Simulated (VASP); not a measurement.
Set up this calculation in VASP 6.6.1, as the native input.

```yaml
Task: single point
Functional: PBE
Potentials_or_basis: VASP PAW PBE potentials, release 64 (Si, Bi_d)
Cutoff: 520 eV
k_mesh: 12 × 12 × 4
Occupations: gaussian, width 0.1 eV
Spin: no spin polarisation
Dipole_correction: no
Further_INCAR_settings: ALGO = Fast; EDIFF = 1e-06; NBANDS = 32
```

The structure of Si2Bi lies in POSCAR:

```
Si2Bi
1.0
    4.3290946429      0.0000000000      0.0000000000
   -2.1645473214      3.7491059361      0.0000000000
    0.0000000000      0.0000000000     10.4002763564
Si Bi
4 2
Direct
    0.3333333333      0.6666666667      0.8587883099
    0.6666666667      0.3333333333      0.3587883099
    0.6666666667      0.3333333333      0.1412116901
    0.3333333333      0.6666666667      0.6412116901
    0.0000000000      0.0000000000      0.0000000000
    0.0000000000      0.0000000000      0.5000000000
```

The cell was generated, and may not be a known phase.

These files were run (other wordings do the same):

INCAR

```
SYSTEM = Si2Bi
  PREC = Accurate
  ENCUT = 520
  EDIFF = 1E-6
  ISMEAR = 0
  SIGMA = 0.1
  LREAL = .FALSE.
  LASPH = .TRUE.
  NELM = 100
  ALGO = Fast
  ISIF = 2
  LWAVE = .FALSE.
  LCHARG = .TRUE.
  GGA = PE
  LELF = .TRUE.
  LVHAR = .TRUE.
  NBANDS = 32
```

KPOINTS

```
Automatic mesh
0
G
  12 12 4
  0 0 0
```

Potentials or basis: VASP PAW PBE potentials, release 64 (Si, Bi_d).

Launch:

```console
$ cat potpaw_PBE.64/Si/POTCAR potpaw_PBE.64/Bi_d/POTCAR > POTCAR
$ mpirun -np 1 vasp_std > vasp.out
```

Results of the run:

| Item | Value |
| --- | --- |
| Pressure | 0.0 GPa |
| Largest force | 0.013 eV/Å |
| Band gap on the k mesh | zero (bands 23 and 24 overlap by 1.72 eV) |

Caveat: spin-orbit coupling is left out, which moves the levels of the heavy elements.

Wall time 5.7 min on 1 thread of Oxide Virtual Turin-like Processor, on a shared host, peak memory 0.39 GiB.
